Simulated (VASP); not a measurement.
Wanted: the native input for a VASP 6.6.1 run.

| Quantity | Value |
| --- | --- |
| Task | single point |
| Functional | r2SCAN |
| Potentials or basis | VASP PAW PBE potentials, release 64 (Na_pv, Cl) |
| Cutoff | 520 eV |
| k mesh | 8 × 8 × 8 |
| Occupations | gaussian, width 0.01 eV |
| Spin | no spin polarisation |
| Dipole correction | no |
| Further INCAR settings | ALGO = Normal; EDIFF = 1e-06; NBANDS = 14 |

The system is NaCl.

```
Na Cl
1.0
     0.00000    2.80395    2.80395
     2.80395    0.00000    2.80395
     2.80395    2.80395    0.00000
Na Cl
1 1
Direct
  0.00000 0.00000 0.00000
  0.50000 0.50000 0.50000
```

These files were run (other wordings do the same):

POSCAR

```
NaCl
1.0
    0.0000000000      2.8039513764      2.8039513764
    2.8039513764      0.0000000000      2.8039513764
    2.8039513764      2.8039513764      0.0000000000
Na Cl
1 1
Direct
    0.0000000000      0.0000000000      0.0000000000
    0.5000000000      0.5000000000      0.5000000000
```

INCAR.step1

```
  PREC = Accurate
  ENCUT = 520
  ISMEAR = 0
  SIGMA = 0.01
  LREAL = F
  LASPH = T
  NELM = 80
  NBANDS = 14
  GGA = PE
  ALGO = Normal
  EDIFF = 1E-4
  LWAVE = T
  LCHARG = F
```

INCAR.step2

```
  PREC = Accurate
  ENCUT = 520
  EDIFF = 1E-6
  ISMEAR = 0
  SIGMA = 0.01
  LREAL = F
  LASPH = T
  NELM = 80
  ALGO = Normal
  ISIF = 2
  LWAVE = F
  LCHARG = F
  METAGGA = R2SCAN
  LMIXTAU = T
  NBANDS = 14
  ISTART = 1
```

KPOINTS

```
regular mesh
0
Gamma
  8 8 8
```

Potentials or basis: VASP PAW PBE potentials, release 64 (Na_pv, Cl).

Run with:

```sh
$ cat potpaw_PBE.64/Na_pv/POTCAR potpaw_PBE.64/Cl/POTCAR > POTCAR
$ cp INCAR.step1 INCAR
$ mpirun -np 1 vasp_std > vasp.out
$ cp INCAR.step2 INCAR
$ mpirun -np 1 vasp_std > vasp.out
```

It gave:

* Pressure: -0.2 GPa
* Band gap on the k mesh: 5.99 eV

Caveat: the PAW data sets were made with another functional, which shifts forces and pressure a little.

Wall time 66 s on 1 thread of Intel Xeon 8259CL (shared host), peak memory 0.17 GiB.
